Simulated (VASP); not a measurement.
Input of a VASP 6.6.1 run:

The input POSCAR:

```
ZnS
1.0
    3.6901828517      0.0000000000      0.0000000000
   -1.8450914259      3.1957920941      0.0000000000
    0.0000000000      0.0000000000     18.1240075779
Zn S
6 6
Direct
    0.0000000000      0.0000000000      0.0000632028
    0.0000000000      0.0000000000      0.5000632028
    0.3333333333      0.6666666667      0.1669017626
    0.6666666667      0.3333333333      0.6669017626
    0.6666666667      0.3333333333      0.3333015975
    0.3333333333      0.6666666667      0.8333015975
    0.0000000000      0.0000000000      0.1250551745
    0.0000000000      0.0000000000      0.6250551745
    0.3333333333      0.6666666667      0.2916227514
    0.6666666667      0.3333333333      0.7916227514
    0.6666666667      0.3333333333      0.4580555112
    0.3333333333      0.6666666667      0.9580555112
```

Contents of INCAR.step1:

```
SYSTEM = ZnS
  PREC = Accurate
  ENCUT = 520
  ISMEAR = 0
  SIGMA = 0.02
  LREAL = .False.
  LASPH = .True.
  NELM = 60
  NBANDS = 66
  GGA = PE
  ALGO = Normal
  EDIFF = 1E-4
  LWAVE = .True.
  LCHARG = .False.
```

File INCAR.step2:

```
SYSTEM = ZnS
  PREC = Accurate
  ENCUT = 520
  EDIFF = 1E-6
  ISMEAR = 0
  SIGMA = 0.02
  LREAL = .False.
  LASPH = .True.
  NELM = 60
  ALGO = Normal
  ISIF = 2
  LWAVE = .False.
  LCHARG = .False.
  METAGGA = R2SCAN
  LMIXTAU = .True.
  NBANDS = 66
  ISTART = 1
```

The input KPOINTS:

```
Automatic mesh
0
Gamma
  6 6 2
  0 0 0
```

Potentials or basis: VASP PAW PBE potentials, release 64 (Zn, S).

Launch:

```sh
$ cat potpaw_PBE.64/Zn/POTCAR potpaw_PBE.64/S/POTCAR > POTCAR
$ cp INCAR.step1 INCAR
$ mpirun -np 1 vasp_std > vasp.out
$ cp INCAR.step2 INCAR
$ mpirun -np 1 vasp_std > vasp.out
```

(1) Estimate the band gap on the k mesh.

(2) What does it give for the pressure?

(3) Estimate the largest force.

Answers

(1) 3.19 eV.

(2) 9.2 GPa.

(3) 0.018 eV/Å.

Caveat: the cell stands under pressure; the PAW data sets were made with another functional, which shifts forces and pressure a little.
